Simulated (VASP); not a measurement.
## Ag: relaxation of cell and atoms with LDA

Ag:

```
Ag
1.0
     0.00000    2.04310    2.04310
     2.04310    0.00000    2.04310
     2.04310    2.04310    0.00000
Ag
1
Direct
  0.00000 0.00000 0.00000
```

```json
{"Program": "VASP 6.6.1", "Task": "relaxation of cell and atoms", "Functional": "LDA", "Potentials or basis": "VASP PAW LDA potentials, release 64 (Ag)", "Cutoff": "500 eV", "k mesh": "16 × 16 × 16", "Occupations": "fermi-dirac, width 0.05 eV", "Spin": "no spin polarisation", "Dipole correction": "no", "Further INCAR settings": "ALGO = Normal; EDIFF = 1e-07; IBRION = 2; EDIFFG = -0.01; NSW = 80; ISIF = 3"}
```

The relaxed volume is 16.04 Å³/atom, the relaxed cell is a = 2.831 Å, b = 2.831 Å, c = 2.831 Å, α = 60.00°, β = 60.00°, γ = 60.00° and the space group after relaxing (to 0.05 Å) is Fm-3m (No. 225). The energy gained by relaxing is 24.5 meV/atom, the ionic steps are 3 and the pressure after relaxing is -0.1 GPa.

Step by step:
| step | energy change (eV) | largest force (eV/Å) | pressure (GPa) | volume (Å³) |
| --- | --- | --- | --- | --- |
| 1 | 0.0000 | 0.0000 | -7.15 | 17.06 |
| 2 | -0.0060 | 0.0000 | 7.99 | 15.25 |
| 3 | -0.0245 | 0.0000 | -0.06 | 16.04 |

Final structure:
```yaml
crystal:
  lattice:
    - [0.00000, 2.00161, 2.00161]
    - [2.00161, 0.00000, 2.00161]
    - [2.00161, 2.00161, 0.00000]
  atoms:
    - { symbol: Ag, position: [0.00000, 0.00000, 0.00000] }
```

Levels at points of the mesh, in eV from the Fermi level:
```csv
k point,band 4,band 5,band 6,band 7,band 8,band 9
"(0.00, 0.00, 0.00)",-4.96,-3.79,-3.79,16.18,20.05,20.05
"(0.50, 0.00, 0.00)",-2.89,-2.89,-0.56,3.97,15.44,18.40
"(0.50, 0.50, 0.00)",-2.66,-2.66,1.53,7.25,10.91,10.91
```

Wall time 54 s on 1 thread of Intel Xeon 8259CL (shared host), peak memory 0.15 GiB.

LDA usually gives volumes a few per cent too small. Zero-point motion and thermal expansion aren't in these numbers.
